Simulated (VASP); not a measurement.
Input of a VASP 6.6.1 run:

File INCAR:

```
SYSTEM = Tl
PREC = Accurate
ENCUT = 600
EDIFF = 1E-6
ISMEAR = 0
SIGMA = 0.1
LREAL = .False.
LASPH = .True.
NELM = 100
ALGO = Normal
ISIF = 3
LWAVE = .False.
LCHARG = .False.
GGA = PE
IBRION = 2
NSW = 80
EDIFFG = -0.05
```

Contents of KPOINTS:

```
regular mesh
0
Gamma
  10 10 10
  0 0 0
```

POSCAR

```
Tl
1.0
   -1.5724894136      1.5724894136      1.4702072501
    1.5724894136     -1.5724894136      1.4702072501
    1.5724894136      1.5724894136     -1.4702072501
Tl
1
Direct
    0.0000000000      0.0000000000      0.0000000000
```

Potentials or basis: VASP PAW PBE potentials, release 64 (Tl_d).

Command:

```sh
$ cat potpaw_PBE.64/Tl_d/POTCAR > POTCAR
$ mpirun -np 1 vasp_std > vasp.out
```

Problem. Estimate the space group after relaxing (to 0.05 Å).

Solution. I4/mmm (No. 139).

Problem. What does it give for the relaxed cell?

Solution. a = 3.413 Å, b = 3.413 Å, c = 3.413 Å, α = 108.84°, β = 108.84°, γ = 110.74°.

Problem. Estimate the relaxed volume.

Solution. 30.60 Å³/atom.

Final structure:
```
Tl
1.0
    -1.98594    1.98594    1.93964
     1.98594   -1.98594    1.93964
     1.98594    1.98594   -1.93964
Tl
1
Direct
  0.00000 0.00000 0.00000
```

Caveat: the volume moved by over 15 % at a fixed basis, so the end points are rough.
